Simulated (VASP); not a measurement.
# ZnS (rocksalt type) (Fm-3m) in VASP: a series of runs

The runs below take ZnS (rocksalt type) through single point, with PBE.

Everything below comes from runs of VASP 6.6.1. Logs are shortened: lines on timing, memory, paths and dates and some standing lists are left out, and cuts for length are marked.

### 1 The cell of the first run

It takes space group Fm-3m (No. 225, cubic). Conventional cell: a = 4.351 Å, b = 4.351 Å, c = 4.351 Å, α = 90.00°, β = 90.00°, γ = 90.00°. Within 2.9 Å of Zn (site symmetry m-3m) lie 6 S at 2.18 Å. Within 2.9 Å of S (site symmetry m-3m) lie 6 Zn at 2.18 Å.

### 2 Single point, PBE

INCAR

```
SYSTEM = ZnS
PREC = Accurate
ENCUT = 520
EDIFF = 1E-6
ISMEAR = -1
SIGMA = 0.08
LREAL = .FALSE.
LASPH = .TRUE.
NELM = 80
ALGO = Normal
ISIF = 2
LWAVE = .FALSE.
LCHARG = .FALSE.
GGA = PE
NBANDS = 16
```

KPOINTS

```
Automatic mesh
0
G
  17 17 17
  0 0 0
```

POSCAR

```
ZnS
1.0
    0.0000000000      2.1753840656      2.1753840656
    2.1753840656      0.0000000000      2.1753840656
    2.1753840656      2.1753840656      0.0000000000
Zn S
1 1
Direct
    0.0000000000      0.0000000000      0.0000000000
    0.5000000000      0.5000000000      0.5000000000
```

Potentials or basis: VASP PAW PBE potentials, release 64 (Zn, S).

On the command line:

```bash
cat potpaw_PBE.64/Zn/POTCAR potpaw_PBE.64/S/POTCAR > POTCAR
mpirun -np 1 vasp_std > vasp.out
```

OUTCAR:

```text
SYSTEM = ZnS
   PREC = Accurate
   ENCUT = 520
   EDIFF = 1E-6
   ISMEAR = -1
   LREAL = .FALSE.
   LASPH = .TRUE.
   NELM = 80
   ISIF = 2
   GGA = PE

 ion  position               nearest neighbor table
   1  0.000  0.000  0.000-   2 2.18   2 2.18   2 2.18   2 2.18   2 2.18   2 2.18
   2  0.500  0.500  0.500-   1 2.18   1 2.18   1 2.18   1 2.18   1 2.18   1 2.18

  LATTYP: Found a face centered cubic cell.
 ALAT       =     4.3507681312

  Lattice vectors:

 A1 = (   0.0000000000,   2.1753840656,   2.1753840656)
 A2 = (   2.1753840656,   0.0000000000,   2.1753840656)
 A3 = (   2.1753840656,   2.1753840656,   0.0000000000)

Analysis of symmetry for initial positions (statically):
=====================================================================
 Subroutine PRICEL returns:
 Original cell was already a primitive cell.

 Routine SETGRP: Setting up the symmetry group for a
 face centered cubic supercell.

 Subroutine GETGRP returns: Found 48 space group operations
 (whereof 48 operations were pure point group operations)
 out of a pool of 48 trial point group operations.

The static configuration has the point symmetry O_h .

Analysis of symmetry for dynamics (positions and initial velocities):
=====================================================================
 Subroutine PRICEL returns:
 Original cell was already a primitive cell.

 Routine SETGRP: Setting up the symmetry group for a
 face centered cubic supercell.

 Subroutine GETGRP returns: Found 48 space group operations
 (whereof 48 operations were pure point group operations)
 out of a pool of 48 trial point group operations.

The dynamic configuration has the point symmetry O_h .

 Subroutine INISYM returns: Found 48 space group operations
 (whereof 48 operations are pure point group operations),
 and found     1 'primitive' translations

----------------------------------------------------------------------------------------

                                     Primitive cell

  volume of cell :      20.5891

  direct lattice vectors                    reciprocal lattice vectors
     0.000000000  2.175384066  2.175384066    -0.229844471  0.229844471  0.229844471
     2.175384066  0.000000000  2.175384066     0.229844471 -0.229844471  0.229844471
     2.175384066  2.175384066  0.000000000     0.229844471  0.229844471 -0.229844471

  length of vectors
     3.076457649  3.076457649  3.076457649     0.398102302  0.398102302  0.398102302

[... 79 lines left out ...]
   NELM   =     80;   NELMIN=  2; NELMDL= -5     # of ELM steps
   EDIFF  = 0.1E-05   stopping-criterion for ELM
   LREAL  =      F    real-space projection
   EDIFFG = 0.1E-04   stopping-criterion for IOM
   NSW    =      0    number of steps for IOM
   IBRION =     -1    ionic relax: 0-MD 1-quasi-New 2-CG
   NFREE  =      0    steps in history (QN), initial steepest desc. (CG)
   ISIF   =      2    stress and relaxation
   ISYM   =      2    0-nonsym 1-usesym 2-fastsym
   POTIM  = 0.5000    time-step for ionic-motion
   TEBEG  =    0.0;   TEEND  =   0.0 temperature during run
   PSTRESS=    0.0 pullay stress
   NELECT =      18.0000    total number of electrons
   NUPDOWN=      -1.0000    fix difference up-down
   EMIN   =  10.00;   EMAX   =-10.00  energy-range for DOS
   EFERMI =   0.00;   METHOD = LEGACY
   ISMEAR =    -1;   SIGMA  =   0.08  broadening in eV -4-tet -1-fermi 0-gaus
   EFERMI_NEDOS =   21; number of points for ismear=-14 and -15
   IALGO  =     38    algorithm
   IMIX   =      4    mixing-type and parameters
     AMIX     =   0.40;   BMIX     =  1.00
     AMIX_MAG =   1.60;   BMIX_MAG =  1.00
  volume/ion in A,a.u.               =      10.29        69.47
  Fermi-wavevector in a.u.,A,eV,Ry     =   1.565380  2.958139 33.339905  2.450414
  Thomas-Fermi vector in A             =   2.667864
   LORBIT       =      0    0 simple, 1 ext, 2 COOP (PROOUT), +10 PAW based schemes
   GGA     = PE    functional components
   LHFCALC =     F    Hartree Fock is set to
   AEXX    =    0.0000 exact exchange contribution
   IVDW    =     0    specifies the selected vdW correction
   LEPSILON=     F    determine dielectric tensor
   LRPA    =     F    only Hartree local field effects (RPA)
 non-spin polarized calculation
  energy-cutoff  :      520.00
  volume of cell :       20.59
 maximum number of plane-waves:       568
   NGX = 11   NGY = 11   NGZ = 11

 number of electron      18.0000009 magnetization

 Free energy of the ion-electron system (eV)
  ---------------------------------------------------
  ext. energy  EPLUGINS =         0.00000000
  ---------------------------------------------------
  free energy    TOTEN  =        -3.10735625 eV

  energy without entropy =       -3.10186495  energy(sigma->0) =       -3.10461060

 E-fermi :  10.4533     XC(G=0): -13.3281

 val. band max:       10.4296406484   @ k =  -0.1765   0.1765   0.0000
 cond. band min:      10.4949583802   @ k =  -0.4706   0.4706   0.0588
 fundamental gap:      0.0653177318
 Fermi energy:        10.4533477809

 k-point     1 :       0.0000    0.0000    0.0000
  band No.  band energies     occupation
      1      -8.6426      2.00000
      2       1.8114      2.00000
      3       1.8114      2.00000
      4       1.8255      2.00000
      5       1.8255      2.00000
      6       1.8255      2.00000
[... 433 lines left out ...]
      3       1.6226      2.00000
      4       1.6933      2.00000
      5       1.9003      2.00000
      6       1.9490      2.00000
[... 8 lines left out ...]
     15      22.1004      0.00000
     16      24.4243      0.00000

 [... further k-points ...]

------------------------ aborting loop because EDIFF is reached ----------------------------------------

  FORCE on cell =-STRESS in cart. coord.  units (eV):
  Direction    XX          YY          ZZ          XY          YZ          ZX
  --------------------------------------------------------------------------------------
  -------------------------------------------------------------------------------------
  Total       15.5704806     15.5704806     15.5704806     -0.0000000      0.0000000     -0.0000000
  in kB     1211.6432742   1211.6432742   1211.6432742     -0.0000000      0.0000000     -0.0000000
  external PRESSURE =    1211.6432742 kB  Pullay stress =       0.0000000 kB

 VOLUME and BASIS-vectors are now :
 -----------------------------------------------------------------------------
  energy-cutoff  :      520.00
  volume of cell :       20.59
      direct lattice vectors                 reciprocal lattice vectors
     0.000000000  2.175384066  2.175384066    -0.229844471  0.229844471  0.229844471
     2.175384066  0.000000000  2.175384066     0.229844471 -0.229844471  0.229844471
     2.175384066  2.175384066  0.000000000     0.229844471  0.229844471 -0.229844471

 POSITION                                       TOTAL-FORCE (eV/Angst)
 -----------------------------------------------------------------------------------
      0.00000      0.00000      0.00000         0.000000      0.000000      0.000000
      2.17538      2.17538      2.17538        -0.000000      0.000000     -0.000000
 -----------------------------------------------------------------------------------
    total drift:                                0.000000     -0.000000     -0.000000

  FREE ENERGIE OF THE ION-ELECTRON SYSTEM (eV)
  ---------------------------------------------------
  free  energy   TOTEN  =        -3.1073562477 eV

  energy  without entropy=       -3.1018649478  energy(sigma->0) =       -3.10461060
```

OSZICAR:

```text
N       E                     dE             d eps       ncg     rms          rms(c)
DAV:   1     0.873678173678E+02    0.87368E+02   -0.92187E+03  5528   0.166E+03
DAV:   2     0.398698882812E+00   -0.86969E+02   -0.80996E+02  6280   0.282E+02
DAV:   3    -0.367760263779E+01   -0.40763E+01   -0.40537E+01  6216   0.577E+01
DAV:   4    -0.370572166965E+01   -0.28119E-01   -0.28115E-01  6664   0.478E+00
DAV:   5    -0.370588453450E+01   -0.16286E-03   -0.16286E-03  6216   0.379E-01    0.198E+01
DAV:   6    -0.317181081367E+01    0.53407E+00   -0.89125E-01  7744   0.391E+01    0.139E+01
DAV:   7    -0.311371543027E+01    0.58095E-01   -0.38370E-01  6608   0.841E+00    0.521E+00
DAV:   8    -0.310942321199E+01    0.42922E-02   -0.13125E-02  8088   0.407E+00    0.887E-01
DAV:   9    -0.310735237099E+01    0.20708E-02   -0.47301E-03  6264   0.579E-01    0.139E-01
DAV:  10    -0.310734544582E+01    0.69252E-05   -0.29245E-04  6320   0.172E-01    0.130E-01
DAV:  11    -0.310735480555E+01   -0.93597E-05   -0.82292E-06  6296   0.267E-02    0.652E-02
DAV:  12    -0.310735620719E+01   -0.14016E-05   -0.16582E-05  6672   0.708E-02    0.401E-02
DAV:  13    -0.310735624770E+01   -0.40510E-07   -0.15603E-06  4968   0.126E-02
   1 F= -.31073562E+01 E0= -.31046106E+01  d E =-.549130E-02
```

It took 46 s on 1 thread of AMD EPYC 9R45 (Zen 5), shared host; peak memory 0.14 GiB.

What came out:

- Free energy: -3.1074 eV
- Pressure: 121.2 GPa
- Band gap on the k mesh: zero (band 9 reaches 10.43 eV, above the bottom of band 10 at 9.90 eV)

Levels at points of the mesh, in eV from the Fermi level:
| k point | band 5 | band 6 | band 7 | band 8 | band 9 | band 10 | band 11 | band 12 | band 13 | band 14 |
| --- | --- | --- | --- | --- | --- | --- | --- | --- | --- | --- |
| (0.00, 0.00, 0.00) | -8.63 | -8.63 | -1.53 | -1.53 | -1.53 | 6.41 | 8.38 | 8.38 | 8.38 | 12.17 |

### 3 Single point, PBE (volume scaled by 0.62, to set the pressure)

INCAR

```
PREC     = Accurate       # precision mode
ENCUT    = 520            # plane-wave cutoff, eV
EDIFF    = 1E-6           # SCF threshold, eV
ISMEAR   = -1             # smearing method
SIGMA    = 0.08           # smearing width, eV
LREAL    = False          # projectors in reciprocal space
LASPH    = True           # aspherical terms in the spheres
NELM     = 80             # most SCF steps
ALGO     = Normal         # electronic algorithm
ISIF     = 2              # what is computed and relaxed
LWAVE    = False          # write WAVECAR
LCHARG   = False          # write CHGCAR
GGA      = PE             # functional
NBANDS   = 16             # bands
```

KPOINTS

```
Automatic mesh
0
Gamma
  17 17 17
```

POSCAR

```
ZnS
1.0
    0.0000000000      2.1759005741      2.1759005741
    2.1759005741      0.0000000000      2.1759005741
    2.1759005741      2.1759005741      0.0000000000
Zn S
1 1
Direct
    0.0000000000      0.0000000000      0.0000000000
    0.5000000000      0.5000000000      0.5000000000
```

Potentials or basis: VASP PAW PBE potentials, release 64 (Zn, S).

On the command line:

```bash
cat potpaw_PBE.64/Zn/POTCAR potpaw_PBE.64/S/POTCAR > POTCAR
mpirun -np 1 vasp_std > vasp.out
```

OUTCAR:

```text
PREC = Accurate
   ENCUT = 520
   EDIFF = 1E-6
   ISMEAR = -1
   LREAL = False
   LASPH = True
   NELM = 80
   ISIF = 2
   GGA = PE

 ion  position               nearest neighbor table
   1  0.000  0.000  0.000-   2 2.18   2 2.18   2 2.18   2 2.18   2 2.18   2 2.18
   2  0.500  0.500  0.500-   1 2.18   1 2.18   1 2.18   1 2.18   1 2.18   1 2.18

  LATTYP: Found a face centered cubic cell.
 ALAT       =     4.3518011482

  Lattice vectors:

 A1 = (   0.0000000000,   2.1759005741,   2.1759005741)
 A2 = (   2.1759005741,   0.0000000000,   2.1759005741)
 A3 = (   2.1759005741,   2.1759005741,   0.0000000000)

Analysis of symmetry for initial positions (statically):
=====================================================================
 Subroutine PRICEL returns:
 Original cell was already a primitive cell.

 Routine SETGRP: Setting up the symmetry group for a
 face centered cubic supercell.

 Subroutine GETGRP returns: Found 48 space group operations
 (whereof 48 operations were pure point group operations)
 out of a pool of 48 trial point group operations.

[... 159 lines left out ...]
  energy without entropy =       -3.11295002  energy(sigma->0) =       -3.11569538

 E-fermi :  10.4410     XC(G=0): -13.3240

 val. band max:       10.4171147192   @ k =  -0.1765   0.1765   0.0000
 cond. band min:      10.4827841253   @ k =  -0.4706   0.4706   0.0588
 fundamental gap:      0.0656694060
 Fermi energy:        10.4409627065

 k-point     1 :       0.0000    0.0000    0.0000
  band No.  band energies     occupation
      1      -8.6449      2.00000
      2       1.8045      2.00000
      3       1.8045      2.00000
      4       1.8187      2.00000
      5       1.8187      2.00000
      6       1.8187      2.00000
[... 433 lines left out ...]
      3       1.6160      2.00000
      4       1.6868      2.00000
      5       1.8934      2.00000
      6       1.9420      2.00000
[... 8 lines left out ...]
     15      22.0867      0.00000
     16      24.4101      0.00000

 [... further k-points ...]

------------------------ aborting loop because EDIFF is reached ----------------------------------------

  FORCE on cell =-STRESS in cart. coord.  units (eV):
  Direction    XX          YY          ZZ          XY          YZ          ZX
  --------------------------------------------------------------------------------------
  -------------------------------------------------------------------------------------
  Total       15.5339949     15.5339949     15.5339949      0.0000000      0.0000000      0.0000000
  in kB     1207.9434514   1207.9434514   1207.9434514      0.0000000      0.0000000      0.0000000
  external PRESSURE =    1207.9434514 kB  Pullay stress =       0.0000000 kB

 VOLUME and BASIS-vectors are now :
 -----------------------------------------------------------------------------
  energy-cutoff  :      520.00
  volume of cell :       20.60
      direct lattice vectors                 reciprocal lattice vectors
     0.000000000  2.175900574  2.175900574    -0.229789911  0.229789911  0.229789911
     2.175900574  0.000000000  2.175900574     0.229789911 -0.229789911  0.229789911
     2.175900574  2.175900574  0.000000000     0.229789911  0.229789911 -0.229789911

 POSITION                                       TOTAL-FORCE (eV/Angst)
 -----------------------------------------------------------------------------------
      0.00000      0.00000      0.00000         0.000000      0.000000      0.000000
      2.17590      2.17590      2.17590         0.000000      0.000000      0.000000
 -----------------------------------------------------------------------------------
    total drift:                                0.000000     -0.000000     -0.000000

  FREE ENERGIE OF THE ION-ELECTRON SYSTEM (eV)
  ---------------------------------------------------
  free  energy   TOTEN  =        -3.1184407442 eV

  energy  without entropy=       -3.1129500229  energy(sigma->0) =       -3.11569538
```

stdout:

```text
POSCAR found type information on POSCAR ZnS
 POSCAR found :  2 types and       2 ions
 scaLAPACK will be used
 LDA part: xc-table for (Slater+PW92), standard interpolation
 POSCAR, INCAR and KPOINTS ok, starting setup
 FFT: planning ... GRIDC
 FFT: planning ... GRID_SOFT
 FFT: planning ... GRID
 WAVECAR not read
 entering main loop
```

It took 47 s on 1 thread of AMD EPYC 9R45 (Zen 5), shared host; peak memory 0.14 GiB.

Results:

```
Free energy            : -3.1184 eV
Pressure               : 120.8 GPa
Band gap on the k mesh : zero (band 9 reaches 10.42 eV, above the bottom of band 10 at 9.89 eV)
```

Caveat: the cell differs from its parent crystal (volume scaled by 0.62, to set the pressure).
